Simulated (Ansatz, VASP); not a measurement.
## One calculation of ZnCd3O, two programs

```
Zn Cd O
1.0
     4.81827    0.00000    0.00000
     0.00000    4.81827    0.00000
     0.00000    0.00000    4.81827
Zn Cd O
1 3 1
Direct
  0.50000 0.50000 0.50000
  0.50000 0.00000 0.00000
  0.00000 0.50000 0.00000
  0.00000 0.00000 0.50000
  0.00000 0.00000 0.00000
```

Alike in both runs: task relaxation of cell and atoms; functional PBE; k mesh 4 × 4 × 4; occupations gaussian, width 0.1 eV; no spin polarisation.

```csv
,VASP,Ansatz
version,VASP 6.6.1,Ansatz 0.2.0
potentials or method,"VASP PAW PBE potentials, release 64 (Zn, Cd, O), cutoff 600 eV","scalar-relativistic, plane waves, PAW"
valence electrons in the cell,54,78
```

```csv
,VASP,Ansatz,Ansatz less VASP
"gap on the k mesh at the Fermi level, each at its own relaxed structure (eV)",none,none,-
relaxed volume (Å³/atom),19.95,19.90,-0.048
relaxed cell length with the largest relative difference (Å),4.638,4.634,-0.0037
```

A gap of «none» marks a metal or a gap that the smearing closes. VASP's potentials hold 54 valence electrons a cell and Ansatz's 78, so a difference there can come from the potentials and not from the codes.
